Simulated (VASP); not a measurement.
P: single point with PBE+D3(BJ)

P:

```
P
1.0
     1.71385    0.98949    2.68539
    -1.71385    0.98949    2.68539
     0.00000   -1.97898    2.68539
P
2
Direct
  0.23367 0.23367 0.23367
  0.76633 0.76633 0.76633
```

This cell differs from its parent crystal: strain +0.000 along x and y, -0.080 along z.

```
Program             : VASP 6.6.1
Task                : single point
Functional          : PBE
Dispersion          : D3(BJ)
Potentials or basis : VASP PAW PBE potentials, release 64 (P)
Cutoff              : 520 eV
k mesh              : 24 × 24 × 24
Occupations         : gaussian, width 0.15 eV
Spin                : no spin polarisation
```

```yaml
Pressure: 7.1 GPa
Largest_force: 0.749 eV/Å
Band_gap_on_the_k_mesh: zero (band 5 reaches 11.86 eV, above the bottom of band 6 at 9.63 eV)
Dispersion_energy_per_atom: -0.517 eV
```

Forces on the atoms (eV/Å):
```
P    0.000  0.000  0.749
P    0.000  0.000 -0.749
```

Stress tensor (GPa, compression positive):
```
 4.59  0.00  0.00
 0.00  4.59  0.00
 0.00  0.00 12.19
```

Levels at points of the mesh, in eV from the Fermi level:
```tsv
k point	band 2	band 3	band 4	band 5	band 6	band 7	band 8	band 9
(0.00, 0.00, 0.00)	-3.14	-3.14	-1.81	-1.28	2.84	3.24	3.24	5.70
(0.50, 0.00, 0.00)	-12.90	-3.29	-2.21	-0.66	-0.38	1.09	1.82	10.96
(0.50, 0.50, 0.00)	-10.08	-7.29	-6.38	-5.42	-0.13	8.26	8.54	9.15
(0.50, 0.50, 0.50)	-11.75	-3.10	-3.10	-1.31	-1.31	-0.01	1.72	11.21
```

Run time: 5.6 min on 1 thread of Intel Xeon 6975P-C (shared host), peak memory 0.44 GiB.

Caveat: the cell differs from its parent crystal (strain +0.000 along x and y, -0.080 along z); pairwise dispersion overbinds metals, which lowers pressure and volume.
